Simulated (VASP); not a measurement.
# Tm3ZrO (Pm-3m) in VASP: further runs, part 2 of 2

VASP 6.6.1.

### 3 Relaxation of cell and atoms, PBE

INCAR

```
SYSTEM = Tm3ZrO
PREC = Accurate
ENCUT = 600
EDIFF = 1E-7
ISMEAR = 0
SIGMA = 0.1
LREAL = .False.
LASPH = .True.
NELM = 200
ALGO = Normal
ISIF = 3
LWAVE = .False.
LCHARG = .False.
GGA = PE
IBRION = 2
NSW = 100
EDIFFG = -0.01
GGA_COMPAT = .False.
NELMIN = 4
LMAXMIX = 6
```

KPOINTS

```
regular mesh
0
Gamma
  8 8 8
  0 0 0
```

POSCAR

```
Tm3ZrO
1.0
    4.7428901834      0.0000000000      0.0000000000
    0.0000000000      4.7428901834      0.0000000000
    0.0000000000      0.0000000000      4.7428901834
Tm Zr O
3 1 1
Direct
    0.5000000000      0.5000000000      0.0000000000
    0.0000000000      0.5000000000      0.5000000000
    0.5000000000      0.0000000000      0.5000000000
    0.0000000000      0.0000000000      0.0000000000
    0.5000000000      0.5000000000      0.5000000000
```

Potentials or basis: VASP PAW PBE potentials, release 64 (Tm_3, Zr_sv, O), 4f in core.

On the command line:

```sh
cat potpaw_PBE.64/Tm_3/POTCAR potpaw_PBE.64/Zr_sv/POTCAR potpaw_PBE.64/O/POTCAR > POTCAR
mpirun -np 1 vasp_std > vasp.out
```

OUTCAR:

```text
SYSTEM = Tm3ZrO
   PREC = Accurate
   ENCUT = 600
   EDIFF = 1E-7
   ISMEAR = 0
   LREAL = .False.
   LASPH = .True.
   NELM = 200
   ISIF = 3
   GGA = PE
   IBRION = 2
   NSW = 100
   EDIFFG = -0.01
   NELMIN = 4

 ion  position               nearest neighbor table
   1  0.500  0.500  0.000-   5 2.37   5 2.37   4 3.35   2 3.35   2 3.35   3 3.35   3 3.35   3 3.35
                             4 3.35   3 3.35   2 3.35   4 3.35   2 3.35   4 3.35
   2  0.000  0.500  0.500-   5 2.37   5 2.37   4 3.35   1 3.35   1 3.35   4 3.35   3 3.35   4 3.35
                             4 3.35   1 3.35   3 3.35   3 3.35   1 3.35   3 3.35
   3  0.500  0.000  0.500-   5 2.37   5 2.37   4 3.35   1 3.35   1 3.35   4 3.35   1 3.35   2 3.35
                             2 3.35   1 3.35   2 3.35   4 3.35   4 3.35   2 3.35
   4  0.000  0.000  0.000-   1 3.35   2 3.35   3 3.35   2 3.35   3 3.35   1 3.35   2 3.35   2 3.35
                             1 3.35   3 3.35   3 3.35   1 3.35
   5  0.500  0.500  0.500-   1 2.37   2 2.37   3 2.37   1 2.37   3 2.37   2 2.37

  LATTYP: Found a simple cubic cell.
 ALAT       =     4.7428901834

  Lattice vectors:

 A1 = (   4.7428901834,   0.0000000000,   0.0000000000)
 A2 = (   0.0000000000,   4.7428901834,   0.0000000000)
 A3 = (   0.0000000000,   0.0000000000,   4.7428901834)

Analysis of symmetry for initial positions (statically):
=====================================================================
 Subroutine PRICEL returns:
 Original cell was already a primitive cell.

 Routine SETGRP: Setting up the symmetry group for a
 simple cubic supercell.

 Subroutine GETGRP returns: Found 48 space group operations
 (whereof 48 operations were pure point group operations)
 out of a pool of 48 trial point group operations.

The static configuration has the point symmetry O_h .

Analysis of symmetry for dynamics (positions and initial velocities):
=====================================================================
 Subroutine PRICEL returns:
 Original cell was already a primitive cell.

 Routine SETGRP: Setting up the symmetry group for a
 simple cubic supercell.

 Subroutine GETGRP returns: Found 48 space group operations
 (whereof 48 operations were pure point group operations)
 out of a pool of 48 trial point group operations.

The dynamic configuration has the point symmetry O_h .

 Subroutine INISYM returns: Found 48 space group operations
 (whereof 48 operations are pure point group operations),
 and found     1 'primitive' translations

----------------------------------------------------------------------------------------

                                     Primitive cell

  volume of cell :     106.6913

  direct lattice vectors                    reciprocal lattice vectors
     4.742890183  0.000000000  0.000000000     0.210841905  0.000000000  0.000000000
     0.000000000  4.742890183  0.000000000     0.000000000  0.210841905  0.000000000
     0.000000000  0.000000000  4.742890183     0.000000000  0.000000000  0.210841905

  length of vectors
     4.742890183  4.742890183  4.742890183     0.210841905  0.210841905  0.210841905

[... 41 lines left out ...]
 Following reciprocal coordinates:
            Coordinates               Weight
  0.000000  0.000000  0.000000      1.000000
  0.125000  0.000000  0.000000      6.000000
  0.250000  0.000000  0.000000      6.000000
  0.375000  0.000000  0.000000      6.000000
  0.500000  0.000000  0.000000      3.000000
  0.125000  0.125000  0.000000     12.000000
[... 16 lines left out ...]
  0.375000  0.375000  0.125000     24.000000
  0.500000  0.375000  0.125000     24.000000
 [... further k-points ...]
   k-points           NKPTS =     35   k-points in BZ     NKDIM =     35   number of bands    NBANDS=     27
   number of dos      NEDOS =    301   number of ions     NIONS =      5
   total plane-waves  NPLWV =  64000
   dimension x,y,z NGX =    40 NGY =   40 NGZ =   40
   dimension x,y,z NGXF=    80 NGYF=   80 NGZF=   80
   ions per type =               3   1   1
   NGX,Y,Z   is equivalent  to a cutoff of  14.02, 14.02, 14.02 a.u.
   NGXF,Y,Z  is equivalent  to a cutoff of  28.04, 28.04, 28.04 a.u.
 SYSTEM =  Tm3ZrO
   PREC   = accura    normal or accurate (medium, high low for compatibility)
   ISTART =      0    job   : 0-new  1-cont  2-samecut
   ICHARG =      2    charge: 1-file 2-atom 10-const
   ISPIN  =      1    spin polarized calculation?
   LNONCOLLINEAR =      F non collinear calculations
   LSORBIT =      F    spin-orbit coupling
   LASPH  =      T    aspherical Exc in radial PAW
   ENCUT  =  600.0 eV  44.10 Ry    6.64 a.u.   9.47  9.47  9.47*2*pi/ulx,y,z
   NELM   =    200;   NELMIN=  4; NELMDL= -5     # of ELM steps
   EDIFF  = 0.1E-06   stopping-criterion for ELM
   LREAL  =      F    real-space projection
   EDIFFG = -.1E-01   stopping-criterion for IOM
   NSW    =    100    number of steps for IOM
   IBRION =      2    ionic relax: 0-MD 1-quasi-New 2-CG
   NFREE  =      1    steps in history (QN), initial steepest desc. (CG)
   ISIF   =      3    stress and relaxation
   ISYM   =      2    0-nonsym 1-usesym 2-fastsym
   POTIM  = 0.5000    time-step for ionic-motion
   TEBEG  =    0.0;   TEEND  =   0.0 temperature during run
   PSTRESS=    0.0 pullay stress
   NELECT =      45.0000    total number of electrons
   NUPDOWN=      -1.0000    fix difference up-down
   EMIN   =  10.00;   EMAX   =-10.00  energy-range for DOS
   EFERMI =   0.00;   METHOD = LEGACY
   ISMEAR =     0;   SIGMA  =   0.10  broadening in eV -4-tet -1-fermi 0-gaus
   EFERMI_NEDOS =   21; number of points for ismear=-14 and -15
   IALGO  =     38    algorithm
   IMIX   =      4    mixing-type and parameters
     AMIX     =   0.40;   BMIX     =  1.00
     AMIX_MAG =   1.60;   BMIX_MAG =  1.00
  volume/ion in A,a.u.               =      21.34       144.00
  Fermi-wavevector in a.u.,A,eV,Ry     =   1.227729  2.320072 20.508321  1.507319
  Thomas-Fermi vector in A             =   2.362682
   LORBIT       =      0    0 simple, 1 ext, 2 COOP (PROOUT), +10 PAW based schemes
   GGA     = PE    functional components
   LHFCALC =     F    Hartree Fock is set to
   AEXX    =    0.0000 exact exchange contribution
   IVDW    =     0    specifies the selected vdW correction
   LEPSILON=     F    determine dielectric tensor
   LRPA    =     F    only Hartree local field effects (RPA)
 conjugate gradient relaxation of ions
 non-spin polarized calculation
 Gauss-broadening in eV      SIGMA  =   0.10
  energy-cutoff  :      600.00
  volume of cell :      106.69
 maximum number of plane-waves:      3590
 NGX is ok and might be reduce to    40
   NGX = 19   NGY = 19   NGZ = 19

--------------------------------------- Ionic step        1  -------------------------------------------

 number of electron      45.0000012 magnetization

 Free energy of the ion-electron system (eV)
  ---------------------------------------------------
  ext. energy  EPLUGINS =         0.00000000
  ---------------------------------------------------
  free energy    TOTEN  =       -32.45756206 eV

  energy without entropy =      -32.42939927  energy(sigma->0) =      -32.44348067

------------------------ aborting loop because EDIFF is reached ----------------------------------------

  FORCE on cell =-STRESS in cart. coord.  units (eV):
  Direction    XX          YY          ZZ          XY          YZ          ZX
  --------------------------------------------------------------------------------------
  -------------------------------------------------------------------------------------
  Total        0.6258416      0.6258416      0.6258416     -0.0000000     -0.0000000     -0.0000000
  in kB        9.3982241      9.3982241      9.3982241     -0.0000000     -0.0000000     -0.0000000
  external PRESSURE =       9.3982241 kB  Pullay stress =       0.0000000 kB
[... 65 lines left out ...]
--------------------------------------- Ionic step        3  -------------------------------------------

 number of electron      45.0000005 magnetization

 Free energy of the ion-electron system (eV)
  ---------------------------------------------------
  ext. energy  EPLUGINS =         0.00000000
  ---------------------------------------------------
  free energy    TOTEN  =       -32.46129825 eV

  energy without entropy =      -32.43234510  energy(sigma->0) =      -32.44682168

 E-fermi :   4.9043     XC(G=0): -10.7016

 val. band max:        4.8980935943   @ k =   0.3750   0.3750   0.2500
 cond. band min:       4.9240107168   @ k =   0.5000   0.2500   0.0000
 fundamental gap:      0.0259171225
 Fermi energy:         4.9043019175

 k-point     1 :       0.0000    0.0000    0.0000
  band No.  band energies     occupation
      1     -43.6738      2.00000
      2     -21.7498      2.00000
      3     -21.7498      2.00000
      4     -21.7498      2.00000
      5     -20.4728      2.00000
      6     -20.4728      2.00000
[... 709 lines left out ...]
     26       6.4752      0.00000
     27       6.4906      0.00000

 [... further k-points ...]
[... 5 lines left out ...]
  --------------------------------------------------------------------------------------
  -------------------------------------------------------------------------------------
  Total       -0.0042893     -0.0042893     -0.0042893     -0.0000000     -0.0000000      0.0000000
  in kB       -0.0636520     -0.0636520     -0.0636520     -0.0000000     -0.0000000      0.0000000
  external PRESSURE =      -0.0636520 kB  Pullay stress =       0.0000000 kB
[... 20 lines left out ...]
  FREE ENERGIE OF THE ION-ELECTRON SYSTEM (eV)
  ---------------------------------------------------
  free  energy   TOTEN  =       -32.4612982509 eV

  energy  without entropy=      -32.4323451049  energy(sigma->0) =      -32.44682168

 reached required accuracy - stopping structural energy minimisation
```

Run time: 3.6 min. Hardware: 1 thread of Intel Xeon 6975P-C (Granite Rapids), shared host; peak memory 0.32 GiB.

Results:

| Item | Value |
| --- | --- |
| Free energy | -32.4613 eV |
| Relaxed volume | 21.59 Å³/atom |
| Relaxed cell | a = 4.762 Å, b = 4.762 Å, c = 4.762 Å, α = 90.00°, β = 90.00°, γ = 90.00° |
| Space group after relaxing (to 0.1 Å) | Pm-3m (No. 221) |
| Energy gained by relaxing | 0.7 meV/atom |
| Ionic steps | 3 |
| Pressure after relaxing | 0.0 GPa |
| Band gap on the k mesh | zero (an odd number of electrons rules out a gap without spin polarisation) |

Step by step:
| step | energy change (eV) | largest force (eV/Å) | pressure (GPa) | volume (Å³) |
| --- | --- | --- | --- | --- |
| 1 | 0.0000 | 0.0000 | 0.94 | 106.69 |
| 2 | -0.0027 | 0.0000 | -0.48 | 108.64 |
| 3 | -0.0037 | 0.0000 | -0.01 | 107.97 |

Final structure:
```cif
data_structure
_symmetry_space_group_name_H-M 'P 1'
_symmetry_Int_Tables_number 1
_cell_length_a 4.7617
_cell_length_b 4.7617
_cell_length_c 4.7617
_cell_angle_alpha 90.000
_cell_angle_beta 90.000
_cell_angle_gamma 90.000
_cell_volume 107.97
loop_
_atom_site_label
_atom_site_type_symbol
_atom_site_fract_x
_atom_site_fract_y
_atom_site_fract_z
_atom_site_occupancy
Tm1 Tm 0.50000 0.50000 0.00000 1
Tm2 Tm 0.00000 0.50000 0.50000 1
Tm3 Tm 0.50000 0.00000 0.50000 1
Zr1 Zr 0.00000 0.00000 0.00000 1
O1 O 0.50000 0.50000 0.50000 1
```

Caveat: spin-orbit coupling is left out, which moves the levels of the heavy elements; the 4f electrons are frozen in the core, so they carry no moment and show no levels; an odd number of electrons without spin polarisation forces a metal; a magnetic or distorted state may lie lower; the run has no spin polarisation, though such a crystal can be magnetic.
